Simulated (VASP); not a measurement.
# ZnAu in VASP: notebook

The runs below take ZnAu through single point, with PBE, LDA.

Everything below comes from runs of VASP 6.6.1. Logs are shortened: lines on timing, memory, paths and dates and some standing lists are left out, and cuts for length are marked.

### Step 1. The cell of the first run

It takes space group Pm-3m (No. 221, cubic). Conventional cell: a = 3.150 Å, b = 3.150 Å, c = 3.150 Å, α = 90.00°, β = 90.00°, γ = 90.00°. Within 3.6 Å of Zn (site symmetry m-3m) lie 8 Au at 2.73 Å and 6 Zn at 3.15 Å. Au (site symmetry m-3m) has 8 Zn at 2.73 Å and 6 Au at 3.15 Å within 3.6 Å.

### Step 2. Single point, PBE

INCAR

```
SYSTEM = ZnAu
PREC     = Accurate       ! precision mode
ENCUT    = 520            ! plane-wave cutoff, eV
EDIFF    = 1E-7           ! SCF threshold, eV
ISMEAR   = 0              ! smearing method
SIGMA    = 0.1            ! smearing width, eV
LREAL    = .False.        ! projectors in reciprocal space
LASPH    = .True.         ! aspherical terms in the spheres
NELM     = 80             ! most SCF steps
ALGO     = Normal         ! electronic algorithm
ISIF     = 2              ! what is computed and relaxed
LWAVE    = .False.        ! write WAVECAR
LCHARG   = .True.         ! write CHGCAR
GGA      = PE             ! functional
LELF     = .True.         ! ELF
LVHAR    = .True.       
NBANDS   = 18             ! bands
```

KPOINTS

```
regular mesh
0
Gamma
  8 8 8
  0 0 0
```

POSCAR

```
ZnAu
1.0
    3.1500525100      0.0000000000      0.0000000000
    0.0000000000      3.1500525100      0.0000000000
    0.0000000000      0.0000000000      3.1500525100
Zn Au
1 1
Direct
    0.5000000000      0.5000000000      0.5000000000
    0.0000000000      0.0000000000      0.0000000000
```

Potentials or basis: VASP PAW PBE potentials, release 64 (Zn, Au).

On the command line:

```sh
> cat potpaw_PBE.64/Zn/POTCAR potpaw_PBE.64/Au/POTCAR > POTCAR
> mpirun -np 1 vasp_std > vasp.out
```

OUTCAR:

```text
SYSTEM = ZnAu
   PREC = Accurate
   ENCUT = 520
   EDIFF = 1E-7
   ISMEAR = 0
   LREAL = .False.
   LASPH = .True.
   NELM = 80
   ISIF = 2
   GGA = PE

 ion  position               nearest neighbor table
   1  0.500  0.500  0.500-   2 2.73   2 2.73   2 2.73   2 2.73   2 2.73   2 2.73   2 2.73   2 2.73

   2  0.000  0.000  0.000-   1 2.73   1 2.73   1 2.73   1 2.73   1 2.73   1 2.73   1 2.73   1 2.73

  LATTYP: Found a simple cubic cell.
 ALAT       =     3.1500525100

  Lattice vectors:

 A1 = (   3.1500525100,   0.0000000000,   0.0000000000)
 A2 = (   0.0000000000,   3.1500525100,   0.0000000000)
 A3 = (   0.0000000000,   0.0000000000,   3.1500525100)

Analysis of symmetry for initial positions (statically):
=====================================================================
 Subroutine PRICEL returns:
 Original cell was already a primitive cell.

 Routine SETGRP: Setting up the symmetry group for a
 simple cubic supercell.

 Subroutine GETGRP returns: Found 48 space group operations
 (whereof 48 operations were pure point group operations)
 out of a pool of 48 trial point group operations.

The static configuration has the point symmetry O_h .

Analysis of symmetry for dynamics (positions and initial velocities):
=====================================================================
 Subroutine PRICEL returns:
 Original cell was already a primitive cell.

 Routine SETGRP: Setting up the symmetry group for a
 simple cubic supercell.

 Subroutine GETGRP returns: Found 48 space group operations
 (whereof 48 operations were pure point group operations)
 out of a pool of 48 trial point group operations.

The dynamic configuration has the point symmetry O_h .

 Subroutine INISYM returns: Found 48 space group operations
 (whereof 48 operations are pure point group operations),
 and found     1 'primitive' translations

----------------------------------------------------------------------------------------

                                     Primitive cell

  volume of cell :      31.2574

  direct lattice vectors                    reciprocal lattice vectors
     3.150052510  0.000000000  0.000000000     0.317455026  0.000000000  0.000000000
     0.000000000  3.150052510  0.000000000     0.000000000  0.317455026  0.000000000
     0.000000000  0.000000000  3.150052510     0.000000000  0.000000000  0.317455026

  length of vectors
     3.150052510  3.150052510  3.150052510     0.317455026  0.317455026  0.317455026

[... 79 lines left out ...]
   NELM   =     80;   NELMIN=  2; NELMDL= -5     # of ELM steps
   EDIFF  = 0.1E-06   stopping-criterion for ELM
   LREAL  =      F    real-space projection
   EDIFFG = 0.1E-05   stopping-criterion for IOM
   NSW    =      0    number of steps for IOM
   IBRION =     -1    ionic relax: 0-MD 1-quasi-New 2-CG
   NFREE  =      0    steps in history (QN), initial steepest desc. (CG)
   ISIF   =      2    stress and relaxation
   ISYM   =      2    0-nonsym 1-usesym 2-fastsym
   POTIM  = 0.5000    time-step for ionic-motion
   TEBEG  =    0.0;   TEEND  =   0.0 temperature during run
   PSTRESS=    0.0 pullay stress
   NELECT =      23.0000    total number of electrons
   NUPDOWN=      -1.0000    fix difference up-down
   EMIN   =  10.00;   EMAX   =-10.00  energy-range for DOS
   EFERMI =   0.00;   METHOD = LEGACY
   ISMEAR =     0;   SIGMA  =   0.10  broadening in eV -4-tet -1-fermi 0-gaus
   EFERMI_NEDOS =   21; number of points for ismear=-14 and -15
   IALGO  =     38    algorithm
   IMIX   =      4    mixing-type and parameters
     AMIX     =   0.40;   BMIX     =  1.00
     AMIX_MAG =   1.60;   BMIX_MAG =  1.00
  volume/ion in A,a.u.               =      15.63       105.47
  Fermi-wavevector in a.u.,A,eV,Ry     =   1.477972  2.792963 29.720598  2.184402
  Thomas-Fermi vector in A             =   2.592311
   LORBIT       =      0    0 simple, 1 ext, 2 COOP (PROOUT), +10 PAW based schemes
   GGA     = PE    functional components
   LHFCALC =     F    Hartree Fock is set to
   AEXX    =    0.0000 exact exchange contribution
   IVDW    =     0    specifies the selected vdW correction
   LEPSILON=     F    determine dielectric tensor
   LRPA    =     F    only Hartree local field effects (RPA)
 non-spin polarized calculation
 Gauss-broadening in eV      SIGMA  =   0.10
  energy-cutoff  :      520.00
  volume of cell :       31.26
 maximum number of plane-waves:       860
 NGX is ok and might be reduce to    24
   NGX = 11   NGY = 11   NGZ = 11

 number of electron      23.0000004 magnetization

 Free energy of the ion-electron system (eV)
  ---------------------------------------------------
  ext. energy  EPLUGINS =         0.00000000
  ---------------------------------------------------
  free energy    TOTEN  =        -4.74112620 eV

  energy without entropy =       -4.74038860  energy(sigma->0) =       -4.74075740

 E-fermi :   6.9181     XC(G=0): -12.3604

 val. band max:        6.7730830596   @ k =   0.5000   0.3750   0.2500
 cond. band min:       7.1364066596   @ k =   0.3750   0.3750   0.1250
 fundamental gap:      0.3633236000
 Fermi energy:         6.9181418967

 k-point     1 :       0.0000    0.0000    0.0000
  band No.  band energies     occupation
      1      -3.5310      2.00000
      2      -1.0500      2.00000
      3      -1.0500      2.00000
      4      -0.3656      2.00000
      5      -0.3656      2.00000
      6      -0.3656      2.00000
[... 481 lines left out ...]
      5      -0.1149      2.00000
      6       0.6886      2.00000
[... 10 lines left out ...]
     17      19.2738      0.00000
     18      21.4824      0.00000

 [... further k-points ...]

------------------------ aborting loop because EDIFF is reached ----------------------------------------

  FORCE on cell =-STRESS in cart. coord.  units (eV):
  Direction    XX          YY          ZZ          XY          YZ          ZX
  --------------------------------------------------------------------------------------
  -------------------------------------------------------------------------------------
  Total        0.9442310      0.9442310      0.9442310      0.0000000      0.0000000      0.0000000
  in kB       48.3988986     48.3988986     48.3988986      0.0000000      0.0000000      0.0000000
  external PRESSURE =      48.3988986 kB  Pullay stress =       0.0000000 kB

 VOLUME and BASIS-vectors are now :
 -----------------------------------------------------------------------------
  energy-cutoff  :      520.00
  volume of cell :       31.26
      direct lattice vectors                 reciprocal lattice vectors
     3.150052510  0.000000000  0.000000000     0.317455026  0.000000000  0.000000000
     0.000000000  3.150052510  0.000000000     0.000000000  0.317455026  0.000000000
     0.000000000  0.000000000  3.150052510     0.000000000  0.000000000  0.317455026

 POSITION                                       TOTAL-FORCE (eV/Angst)
 -----------------------------------------------------------------------------------
      1.57503      1.57503      1.57503         0.000000      0.000000      0.000000
      0.00000      0.00000      0.00000         0.000000      0.000000      0.000000
 -----------------------------------------------------------------------------------
    total drift:                                0.000000      0.000000     -0.000000

  FREE ENERGIE OF THE ION-ELECTRON SYSTEM (eV)
  ---------------------------------------------------
  free  energy   TOTEN  =        -4.7411262001 eV

  energy  without entropy=       -4.7403885965  energy(sigma->0) =       -4.74075740
```

Wall time 13 s (1 thread of AMD EPYC 7R13 (Zen 3), shared host); peak memory 0.12 GiB.

Results:

```yaml
Free_energy: -4.7411 eV
Pressure: 4.8 GPa
Band_gap_on_the_k_mesh: zero (an odd number of electrons rules out a gap without spin polarisation)
```

Levels at points of the mesh, in eV from the Fermi level:
```
           k point  band 8  band 9  band 10  band 11  band 12  band 13  band 14  band 15
(0.00, 0.00, 0.00)   -5.28   -3.59    -3.59    -3.59     5.14     5.14     5.14     8.96
(0.50, 0.00, 0.00)   -5.30   -4.76    -4.76    -3.75    -2.23    10.56    11.27    11.27
(0.50, 0.50, 0.00)   -3.94   -3.94    -3.01    -1.82    -1.82     0.97     2.63    10.54
(0.50, 0.50, 0.50)   -6.27   -2.96    -2.96     1.54     3.72     3.90     3.90     3.90
```

Caveat: the cell stands under pressure; spin-orbit coupling is left out, which moves the levels of the heavy elements.

### Step 3. Single point, LDA

INCAR

```
SYSTEM = ZnAu
ALGO = Normal
EDIFF = 1E-6
ENCUT = 520
GGA = CA
ISIF = 2
ISMEAR = -1
LASPH = .True.
LCHARG = .False.
LREAL = .False.
LWAVE = .False.
NBANDS = 18
NELM = 60
PREC = Accurate
SIGMA = 0.06802846561497
```

KPOINTS

```
k-points
0
Gamma
  8 8 8
  0 0 0
```

POSCAR is that of step 2.

Potentials or basis: VASP PAW LDA potentials, release 64 (Zn, Au).

On the command line:

```sh
> cat potpaw_LDA.64/Zn/POTCAR potpaw_LDA.64/Au/POTCAR > POTCAR
> mpirun -np 1 vasp_std > vasp.out
```

OUTCAR:

```text
SYSTEM = ZnAu
   EDIFF = 1E-6
   ENCUT = 520
   GGA = CA
   ISIF = 2
   ISMEAR = -1
   LASPH = .True.
   LREAL = .False.
   NELM = 60
   PREC = Accurate

 ion  position               nearest neighbor table
   1  0.500  0.500  0.500-   2 2.73   2 2.73   2 2.73   2 2.73   2 2.73   2 2.73   2 2.73   2 2.73

   2  0.000  0.000  0.000-   1 2.73   1 2.73   1 2.73   1 2.73   1 2.73   1 2.73   1 2.73   1 2.73

  LATTYP: Found a simple cubic cell.
 ALAT       =     3.1500525100

  Lattice vectors:

[... 691 lines left out ...]
------------------------ aborting loop because EDIFF is reached ----------------------------------------

  FORCE on cell =-STRESS in cart. coord.  units (eV):
  Direction    XX          YY          ZZ          XY          YZ          ZX
  --------------------------------------------------------------------------------------
  -------------------------------------------------------------------------------------
  Total       -1.2560396     -1.2560396     -1.2560396     -0.0000000     -0.0000000      0.0000000
  in kB      -64.3814196    -64.3814196    -64.3814196     -0.0000000     -0.0000000      0.0000000
  external PRESSURE =     -64.3814196 kB  Pullay stress =       0.0000000 kB

 VOLUME and BASIS-vectors are now :
 -----------------------------------------------------------------------------
  energy-cutoff  :      520.00
  volume of cell :       31.26
      direct lattice vectors                 reciprocal lattice vectors
     3.150052510  0.000000000  0.000000000     0.317455026  0.000000000  0.000000000
     0.000000000  3.150052510  0.000000000     0.000000000  0.317455026  0.000000000
     0.000000000  0.000000000  3.150052510     0.000000000  0.000000000  0.317455026

 POSITION                                       TOTAL-FORCE (eV/Angst)
 -----------------------------------------------------------------------------------
      1.57503      1.57503      1.57503         0.000000      0.000000      0.000000
      0.00000      0.00000      0.00000         0.000000      0.000000      0.000000
 -----------------------------------------------------------------------------------
    total drift:                                0.000000      0.000000     -0.000000

  FREE ENERGIE OF THE ION-ELECTRON SYSTEM (eV)
  ---------------------------------------------------
  free  energy   TOTEN  =        -6.7369291845 eV

  energy  without entropy=       -6.7318514441  energy(sigma->0) =       -6.73439031
```

Wall time 11 s (1 thread of AMD EPYC 7R13 (Zen 3), shared host); peak memory 0.11 GiB.

Results:

* Free energy: -6.7369 eV
* Pressure: -6.4 GPa
* Band gap on the k mesh: zero (an odd number of electrons rules out a gap without spin polarisation)

Caveat: the cell stands under tension; spin-orbit coupling is left out, which moves the levels of the heavy elements.

### Step 4. Single point, PBE

INCAR

```
SYSTEM = ZnAu
PREC     = Accurate       ! precision mode
ENCUT    = 520            ! plane-wave cutoff, eV
EDIFF    = 1E-6           ! SCF threshold, eV
ISMEAR   = -1             ! smearing method
SIGMA    = 0.1            ! smearing width, eV
LREAL    = .False.        ! projectors in reciprocal space
LASPH    = .True.         ! aspherical terms in the spheres
NELM     = 100            ! most SCF steps
ALGO     = Fast           ! electronic algorithm
ISIF     = 2              ! what is computed and relaxed
LWAVE    = .False.        ! write WAVECAR
LCHARG   = .True.         ! write CHGCAR
GGA      = PE             ! functional
LELF     = .True.         ! ELF
LVHAR    = .True.       
NBANDS   = 18             ! bands
```

KPOINTS

```
Automatic mesh
0
Gamma
  8 8 8
  0 0 0
```

POSCAR is that of step 3.

Potentials or basis: VASP PAW PBE potentials, release 64 (Zn, Au).

On the command line:

```sh
> cat potpaw_PBE.64/Zn/POTCAR potpaw_PBE.64/Au/POTCAR > POTCAR
> mpirun -np 1 vasp_std > vasp.out
```

Wall time 15 s (1 thread of AMD EPYC 7R13 (Zen 3), shared host); peak memory 0.12 GiB.

Results (log left out):

| Property | Result |
| --- | --- |
| Free energy | -4.7462 eV |
| Pressure | 4.7 GPa |
| Band gap on the k mesh | zero (an odd number of electrons rules out a gap without spin polarisation) |

Levels at points of the mesh, in eV from the Fermi level:
| k point | band 7 | band 8 | band 9 | band 10 | band 11 | band 12 | band 13 | band 14 | band 15 | band 16 |
| --- | --- | --- | --- | --- | --- | --- | --- | --- | --- | --- |
| (0.00, 0.00, 0.00) | -5.36 | -5.36 | -3.68 | -3.68 | -3.68 | 5.06 | 5.06 | 5.06 | 8.88 | 12.17 |
| (0.50, 0.00, 0.00) | -5.72 | -5.38 | -4.85 | -4.85 | -3.83 | -2.32 | 10.48 | 11.19 | 11.19 | 11.25 |
| (0.50, 0.50, 0.00) | -4.99 | -4.02 | -4.02 | -3.10 | -1.90 | -1.90 | 0.89 | 2.55 | 10.45 | 12.74 |
| (0.50, 0.50, 0.50) | -6.35 | -6.35 | -3.05 | -3.05 | 1.46 | 3.64 | 3.82 | 3.82 | 3.82 | 5.95 |

Caveat: the cell stands under pressure; spin-orbit coupling is left out, which moves the levels of the heavy elements.

### Step 5. Single point, PBE

INCAR

```
PREC = Accurate ; ENCUT = 520
EDIFF = 1E-7 ; ISMEAR = 0
SIGMA = 0.1 ; LREAL = F
LASPH = T ; NELM = 100
ALGO = Fast ; ISIF = 2
LWAVE = F ; LCHARG = T
GGA = PE ; LELF = T
LVHAR = T ; NBANDS = 18
```

KPOINTS

```
Automatic mesh
0
Gamma
  8 8 8
```

POSCAR

```
ZnAu
1.0
    3.1500525100      0.0000000000      0.0000000000
    0.0000000000      3.1500525100      0.0000000000
    0.0000000000      0.0000000000      3.1500525100
Zn Au
1 1
Direct
    0.4952534464      0.5007384886      0.4907031126
    0.0147200704      0.0001612131     -0.0076997901
```

On the command line:

```sh
> cat potpaw_PBE.64/Zn/POTCAR potpaw_PBE.64/Au/POTCAR > POTCAR
> mpirun -np 1 vasp_std > vasp.out
```

Run time: 96 s. Hardware: 1 thread of AMD EPYC 7R13 (Zen 3), shared host; peak memory 0.23 GiB.

The run converged. Its results:

| Quantity | Value |
| --- | --- |
| Free energy | -4.7339 eV |
| Pressure | 5.0 GPa |
| Largest force | 0.235 eV/Å |
| Band gap on the k mesh | zero (an odd number of electrons rules out a gap without spin polarisation) |

Forces in eV/Å, atoms in the order of the input:
```
Zn   0.234 -0.007  0.020
Au  -0.234  0.007 -0.020
```

Stress tensor (GPa, compression positive):
```
 4.93 -0.01  0.03
-0.01  5.09  0.00
 0.03  0.00  5.08
```

Levels at points of the mesh, in eV from the Fermi level:
```csv
k point,band 8,band 9,band 10,band 11,band 12,band 13,band 14,band 15,band 16,band 17
"(0.00, 0.00, 0.00)",-5.28,-3.60,-3.60,-3.59,5.14,5.14,5.16,8.95,12.24,12.26
"(0.50, 0.00, 0.00)",-5.29,-4.77,-4.77,-3.75,-2.23,10.56,11.07,11.07,11.51,11.53
"(0.00, 0.50, 0.00)",-5.31,-4.76,-4.75,-3.75,-2.24,10.46,11.20,11.23,11.27,11.34
"(0.00, 0.00, 0.50)",-5.31,-4.76,-4.75,-3.75,-2.24,10.46,11.19,11.24,11.27,11.34
"(0.50, 0.50, 0.00)",-3.94,-3.94,-3.02,-1.83,-1.82,0.97,2.63,10.54,12.82,12.82
"(0.00, 0.50, 0.50)",-3.95,-3.95,-3.02,-1.82,-1.82,0.97,2.63,10.56,12.83,12.83
"(0.50, 0.00, 0.50)",-3.94,-3.94,-3.02,-1.83,-1.82,0.97,2.63,10.54,12.82,12.82
"(0.50, 0.50, 0.50)",-6.27,-2.97,-2.97,1.54,3.72,3.87,3.87,3.90,6.03,6.06
```

Caveat: the cell stands under pressure; spin-orbit coupling is left out, which moves the levels of the heavy elements.

### Step 6. Summary

```csv
level,potentials or basis,cell,smearing,gap on the mesh (eV),pressure (GPa)
PBE,"VASP PAW PBE potentials, release 64 (Zn, Au)","as given, atomic positions A",gaussian 0.1 eV,none,4.8
LDA,"VASP PAW LDA potentials, release 64 (Zn, Au)","as given, atomic positions A",fermi-dirac 0.0680285 eV,none,-6.4
PBE,"VASP PAW PBE potentials, release 64 (Zn, Au)","as given, atomic positions A",fermi-dirac 0.1 eV,none,4.7
PBE,"VASP PAW PBE potentials, release 64 (Zn, Au)","as given, atomic positions B",gaussian 0.1 eV,none,5.0
```

Alike in all rows: task single point; no spin polarisation; k mesh 8 × 8 × 8; cutoff (eV) 520.

Caveats: spin-orbit coupling is left out, which moves the levels of the heavy elements; the cell stands under pressure (at least some runs); the cell stands under tension (at least some runs).

Absolute energies hang on the potentials; compare differences alone.
